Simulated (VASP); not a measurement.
# NaF in VASP: a series of runs

Aim: see how the results for NaF move with the level of theory and the settings. Levels: r2SCAN, HSE06. Tasks: single point.

Program: VASP 6.6.1. These are calculated values, not measurements. Logs are shortened: lines on timing, memory, paths and dates and some standing lists are left out, and cuts for length are marked.

### Step 1. The cell of the first run

It takes space group Immm (No. 71, orthorhombic). The conventional cell has a = 3.220 Å, b = 3.278 Å, c = 4.594 Å, α = 90.00°, β = 90.00°, γ = 90.00°. Within 3.0 Å of Na (site symmetry mmm) lie 6 F at 2.30 Å. Within 3.0 Å of F (site symmetry mmm) lie 6 Na at 2.30 Å.

### Step 2. Single point, r2SCAN (shear xy strain +1.8%)

Contents of POSCAR:

```
NaF
1.0
    0.0205596543      2.2971680799      2.2971680799
    2.2971680799      0.0205596543      2.2971680799
    2.3177277343      2.3177277343      0.0000000001
Na F
1 1
Direct
    0.0000000000      0.0000000000      0.0000000000
    0.5000000000      0.5000000000      0.5000000000
```

Contents of INCAR.step1:

```
SYSTEM = NaF
ALGO = Normal
EDIFF = 1E-4
ENCUT = 520
GGA = PE
ISMEAR = 0
LASPH = .True.
LCHARG = .False.
LREAL = .False.
LWAVE = .True.
NBANDS = 14
NELM = 80
PREC = Accurate
SIGMA = 0.01
```

Contents of INCAR.step2:

```
SYSTEM = NaF
ALGO = Normal
EDIFF = 1E-7
ENCUT = 520
ISIF = 2
ISMEAR = 0
ISTART = 1
LASPH = .True.
LCHARG = .True.
LELF = .True.
LMIXTAU = .True.
LREAL = .False.
LVHAR = .True.
LWAVE = .False.
METAGGA = R2SCAN
NBANDS = 14
NELM = 80
PREC = Accurate
SIGMA = 0.01
```

Contents of KPOINTS:

```
k-points
0
Gamma
  10 10 10
  0 0 0
```

Potentials or basis: VASP PAW PBE potentials, release 64 (Na_pv, F).

Started as:

```bash
$ cat potpaw_PBE.64/Na_pv/POTCAR potpaw_PBE.64/F/POTCAR > POTCAR
$ cp INCAR.step1 INCAR
$ mpirun -np 1 vasp_std > vasp.out
$ cp INCAR.step2 INCAR
$ mpirun -np 1 vasp_std > vasp.out
```

OUTCAR:

```text
SYSTEM = NaF
   EDIFF = 1E-7
   ENCUT = 520
   ISIF = 2
   ISMEAR = 0
   ISTART = 1
   LASPH = .True.
   LREAL = .False.
   METAGGA = R2SCAN
   NELM = 80
   PREC = Accurate

 ion  position               nearest neighbor table
   1  0.000  0.000  0.000-   2 2.30   2 2.30   2 2.30   2 2.30   2 2.30   2 2.30
   2  0.500  0.500  0.500-   1 2.30   1 2.30   1 2.30   1 2.30   1 2.30   1 2.30

  LATTYP: Found a body centered orthorhombic cell.
 ALAT       =     3.2196105117
 B/A-ratio  =     1.0180616518
 C/A-ratio  =     1.4269850788

  Lattice vectors:

 A1 = (   2.2971680800,   0.0205596544,  -2.2971680798)
 A2 = (  -2.2971680799,  -0.0205596543,  -2.2971680799)
 A3 = (   0.0205596543,   2.2971680799,   2.2971680799)

Analysis of symmetry for initial positions (statically):
=====================================================================
 Subroutine PRICEL returns:
 Original cell was already a primitive cell.

 Routine SETGRP: Setting up the symmetry group for a
 body centered orthorhombic supercell.

 Subroutine GETGRP returns: Found  8 space group operations
 (whereof  8 operations were pure point group operations)
 out of a pool of  8 trial point group operations.

The static configuration has the point symmetry D_2h.

Analysis of symmetry for dynamics (positions and initial velocities):
=====================================================================
 Subroutine PRICEL returns:
 Original cell was already a primitive cell.

 Routine SETGRP: Setting up the symmetry group for a
 body centered orthorhombic supercell.

 Subroutine GETGRP returns: Found  8 space group operations
 (whereof  8 operations were pure point group operations)
 out of a pool of  8 trial point group operations.

The dynamic configuration has the point symmetry D_2h.

 Subroutine INISYM returns: Found  8 space group operations
 (whereof  8 operations are pure point group operations),
 and found     1 'primitive' translations

----------------------------------------------------------------------------------------

                                     Primitive cell

  volume of cell :      24.2423

  direct lattice vectors                    reciprocal lattice vectors
     0.020559654  2.297168080  2.297168080    -0.219624945  0.219624945  0.217659302
     2.297168080  0.020559654  2.297168080     0.219624945 -0.219624945  0.217659302
     2.317727734  2.317727734  0.000000000     0.215728531  0.215728531 -0.217659302

  length of vectors
     3.248751310  3.248751310  3.277761996     0.379270094  0.379270094  0.374770823

  position of ions in fractional coordinates (direct lattice)
     0.000000000  0.000000000  0.000000000
     0.500000000  0.500000000  0.500000000

  ion indices of the primitive-cell ions
   primitive index   ion index
                 1           1
                 2           2

----------------------------------------------------------------------------------------

 KPOINTS: k-points

Automatic generation of k-mesh.
 Grid dimensions read from file:
 generate k-points for:   10   10   10

 Generating k-lattice:

  Cartesian coordinates                     Fractional coordinates (reciprocal lattice)
    -0.021962494  0.021962494  0.021765930     0.100000000  0.000000000  0.000000000
     0.021962494 -0.021962494  0.021765930     0.000000000  0.100000000  0.000000000
     0.021572853  0.021572853 -0.021765930    -0.000000000 -0.000000000  0.100000000

  Length of vectors
     0.037927009  0.037927009  0.037477082

  Shift w.r.t. Gamma in fractional coordinates (k-lattice)
     0.000000000  0.000000000  0.000000000

 Subroutine IBZKPT returns following result:
 ===========================================

 Found    171 irreducible k-points:

 Following reciprocal coordinates:
            Coordinates               Weight
  0.000000  0.000000  0.000000      1.000000
  0.100000  0.000000  0.000000      4.000000
  0.200000  0.000000  0.000000      4.000000
  0.300000  0.000000 -0.000000      4.000000
  0.400000  0.000000  0.000000      4.000000
  0.500000  0.000000  0.000000      2.000000
[... 16 lines left out ...]
  0.300000  0.300000  0.000000      2.000000
  0.400000  0.300000  0.000000      4.000000
 [... further k-points ...]
   k-points           NKPTS =    171   k-points in BZ     NKDIM =    171   number of bands    NBANDS=     14
   number of dos      NEDOS =    301   number of ions     NIONS =      2
   total plane-waves  NPLWV =  13824
   dimension x,y,z NGX =    24 NGY =   24 NGZ =   24
   dimension x,y,z NGXF=    48 NGYF=   48 NGZF=   48
   ions per type =               1   1
   NGX,Y,Z   is equivalent  to a cutoff of  12.28, 12.28, 12.17 a.u.
   NGXF,Y,Z  is equivalent  to a cutoff of  24.56, 24.56, 24.35 a.u.
 SYSTEM =  NaF
   PREC   = accura    normal or accurate (medium, high low for compatibility)
   ISTART =      1    job   : 0-new  1-cont  2-samecut
   ICHARG =      0    charge: 1-file 2-atom 10-const
   ISPIN  =      1    spin polarized calculation?
   LNONCOLLINEAR =      F non collinear calculations
   LSORBIT =      F    spin-orbit coupling
   LASPH  =      T    aspherical Exc in radial PAW
   ENCUT  =  520.0 eV  38.22 Ry    6.18 a.u.   6.04  6.04  6.09*2*pi/ulx,y,z
   NELM   =     80;   NELMIN=  2; NELMDL=  0     # of ELM steps
   EDIFF  = 0.1E-06   stopping-criterion for ELM
   LREAL  =      F    real-space projection
   EDIFFG = 0.1E-05   stopping-criterion for IOM
   NSW    =      0    number of steps for IOM
   IBRION =     -1    ionic relax: 0-MD 1-quasi-New 2-CG
   NFREE  =      0    steps in history (QN), initial steepest desc. (CG)
   ISIF   =      2    stress and relaxation
   ISYM   =      2    0-nonsym 1-usesym 2-fastsym
   POTIM  = 0.5000    time-step for ionic-motion
   TEBEG  =    0.0;   TEEND  =   0.0 temperature during run
   PSTRESS=    0.0 pullay stress
   NELECT =      14.0000    total number of electrons
   NUPDOWN=      -1.0000    fix difference up-down
   EMIN   =  10.00;   EMAX   =-10.00  energy-range for DOS
   EFERMI =   0.00;   METHOD = LEGACY
   ISMEAR =     0;   SIGMA  =   0.01  broadening in eV -4-tet -1-fermi 0-gaus
   EFERMI_NEDOS =   21; number of points for ismear=-14 and -15
   IALGO  =     38    algorithm
   IMIX   =      4    mixing-type and parameters
     AMIX     =   0.40;   BMIX     =  1.00
     AMIX_MAG =   1.60;   BMIX_MAG =  1.00
  volume/ion in A,a.u.               =      12.12        81.80
  Fermi-wavevector in a.u.,A,eV,Ry     =   1.363305  2.576273 25.287792  1.858600
  Thomas-Fermi vector in A             =   2.489719
   LORBIT       =      0    0 simple, 1 ext, 2 COOP (PROOUT), +10 PAW based schemes
   METAGGA = R2SCAN    functional components
   LHFCALC =     F    Hartree Fock is set to
   AEXX    =    0.0000 exact exchange contribution
   IVDW    =     0    specifies the selected vdW correction
   LEPSILON=     F    determine dielectric tensor
   LRPA    =     F    only Hartree local field effects (RPA)
 non-spin polarized calculation
 Gauss-broadening in eV      SIGMA  =   0.01
  energy-cutoff  :      520.00
  volume of cell :       24.24
 maximum number of plane-waves:       666
   NGX = 13   NGY = 13   NGZ = 13

 number of electron      13.9999993 magnetization

 Free energy of the ion-electron system (eV)
  ---------------------------------------------------
  ext. energy  EPLUGINS =         0.00000000
  ---------------------------------------------------
  free energy    TOTEN  =       -12.60235370 eV

  energy without entropy =      -12.60235370  energy(sigma->0) =      -12.60235370

 E-fermi :  -2.5082     XC(G=0):  -9.9114

 val. band max:       -2.5881751641   @ k =   0.0000   0.0000   0.0000
 cond. band min:       4.7065426519   @ k =   0.0000   0.0000   0.0000
 fundamental gap:      7.2947178160
 Fermi energy:        -2.5081697554

 k-point     1 :       0.0000    0.0000    0.0000
  band No.  band energies     occupation
      1     -22.9528      2.00000
      2     -22.0377      2.00000
      3     -22.0370      2.00000
      4     -22.0357      2.00000
      5      -2.6374      2.00000
      6      -2.6137      2.00000
      7      -2.5882      2.00000
      8       4.7065      0.00000
      9      17.1337      0.00000
     10      17.3594      0.00000
     11      17.5874      0.00000
     12      20.0669      0.00000
     13      22.7094      0.00000
     14      22.7142      0.00000

 k-point     2 :       0.1000    0.0000    0.0000
  band No.  band energies     occupation
      1     -23.0047      2.00000
      2     -22.0385      2.00000
      3     -22.0368      2.00000
      4     -21.9719      2.00000
      5      -2.7919      2.00000
      6      -2.6652      2.00000
      7      -2.6329      2.00000
      8       5.0703      0.00000
      9      16.1189      0.00000
     10      17.3189      0.00000
     11      17.6204      0.00000
     12      21.7001      0.00000
     13      22.3720      0.00000
     14      22.4112      0.00000

 k-point     3 :       0.2000    0.0000    0.0000
  band No.  band energies     occupation
      1     -23.1166      2.00000
      2     -22.0419      2.00000
      3     -22.0397      2.00000
      4     -21.8244      2.00000
      5      -3.2469      2.00000
      6      -2.7372      2.00000
      7      -2.7068      2.00000
      8       6.0150      0.00000
      9      14.3425      0.00000
     10      17.8103      0.00000
     11      18.0934      0.00000
     12      21.7709      0.00000
     13      21.8818      0.00000
     14      23.3347      0.00000
[... 324 lines left out ...]
 k-point    23 :       0.3000    0.3000    0.0000
  band No.  band energies     occupation
      1     -23.0296      2.00000
      2     -22.0724      2.00000
      3     -22.0722      2.00000
      4     -21.8542      2.00000
      5      -3.6922      2.00000
      6      -2.9294      2.00000
      7      -2.8614      2.00000
      8       8.0585      0.00000
      9      12.5275      0.00000
     10      16.8123      0.00000
     11      18.1655      0.00000
     12      18.6214      0.00000
     13      24.8155      0.00000
     14      25.0548      0.00000

 k-point    24 :       0.4000    0.3000    0.0000
  band No.  band energies     occupation
      1     -22.9883      2.00000
      2     -22.0868      2.00000
      3     -22.0779      2.00000
      4     -21.8784      2.00000
      5      -3.8054      2.00000
      6      -2.9853      2.00000
      7      -2.9768      2.00000
      8       9.0953      0.00000
      9      12.0205      0.00000
     10      15.6432      0.00000
     11      18.3872      0.00000
     12      18.7092      0.00000
     13      24.5471      0.00000
     14      25.4306      0.00000

 [... further k-points ...]

------------------------ aborting loop because EDIFF is reached ----------------------------------------

  FORCE on cell =-STRESS in cart. coord.  units (eV):
  Direction    XX          YY          ZZ          XY          YZ          ZX
  --------------------------------------------------------------------------------------
  -------------------------------------------------------------------------------------
  Total       -0.1182623     -0.1182623     -0.1288617     -0.0762425     -0.0000000     -0.0000000
  in kB       -7.8159797     -7.8159797     -8.5164952     -5.0388851     -0.0000000     -0.0000000
  external PRESSURE =      -8.0494849 kB  Pullay stress =       0.0000000 kB

 VOLUME and BASIS-vectors are now :
 -----------------------------------------------------------------------------
  energy-cutoff  :      520.00
  volume of cell :       24.24
      direct lattice vectors                 reciprocal lattice vectors
     0.020559654  2.297168080  2.297168080    -0.219624945  0.219624945  0.217659302
     2.297168080  0.020559654  2.297168080     0.219624945 -0.219624945  0.217659302
     2.317727734  2.317727734  0.000000000     0.215728531  0.215728531 -0.217659302

 POSITION                                       TOTAL-FORCE (eV/Angst)
 -----------------------------------------------------------------------------------
      0.00000      0.00000      0.00000        -0.000000      0.000000     -0.000000
      2.31773      2.31773      2.29717         0.000000     -0.000000      0.000000
 -----------------------------------------------------------------------------------
    total drift:                                0.000000     -0.000000      0.000000

  FREE ENERGIE OF THE ION-ELECTRON SYSTEM (eV)
  ---------------------------------------------------
  free  energy   TOTEN  =       -12.6023536998 eV

  energy  without entropy=      -12.6023536998  energy(sigma->0) =      -12.60235370
```

Wall time 4 min (1 thread of Intel Xeon 8259CL, shared host); peak memory 0.17 GiB.

Results:

```
Free energy            : -12.6024 eV
Pressure               : -0.8 GPa
Band gap on the k mesh : 7.29 eV
```

Stress tensor (GPa, compression positive):
```
-0.78 -0.50  0.00
-0.50 -0.78  0.00
 0.00  0.00 -0.85
```

Caveat: the cell differs from its parent crystal (shear xy strain +1.8%); the PAW data sets were made with another functional, which shifts forces and pressure a little. A k mesh can miss the band edges.

(Continued in part 2 of 2.)
